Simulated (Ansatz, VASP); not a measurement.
# Two plane-wave programs on TiO2

```
Ti O
1.0
     4.96840    0.00000    0.00000
     0.00000    4.96840    0.00000
     0.00000    0.00000    2.80580
Ti O
2 4
Direct
  0.00000 0.00000 0.00000
  0.50000 0.50000 0.50000
  0.30510 0.30510 0.00000
  0.19490 0.80510 0.50000
  0.69490 0.69490 0.00000
  0.80510 0.19490 0.50000
```

Alike in both runs: task single point; functional PBE; k mesh 6 × 6 × 10; occupations gaussian, width 0.05 eV; no spin polarisation.

```csv
,VASP,Ansatz
version,VASP 6.6.1,Ansatz 0.2.0
potentials or method,"VASP PAW PBE potentials, release 64 (Ti_sv, O), cutoff 520 eV","scalar-relativistic, plane waves, PAW"
valence electrons in the cell,48,48
```

Ansatz gave:

| Item | Value |
| --- | --- |
| gap on the k mesh at the Fermi level (eV) | 1.79 |
| least direct gap on the mesh (eV) | 1.81 |
| pressure (GPa) | -9.7 |
| traceless stress, the component that is largest in VASP (GPa) | 18.14 |
| rms of the force components (eV/Å) | 0.341 |

Q: Estimate VASP's values.

A: gap on the k mesh at the Fermi level (eV): 1.78; least direct gap on the mesh (eV): 1.80; pressure (GPa): -9.1; traceless stress, the component that is largest in VASP (GPa): 18.43; rms of the force components (eV/Å): 0.313.

Atom by atom the forces differ by 0.028 eV/Å (rms over components).
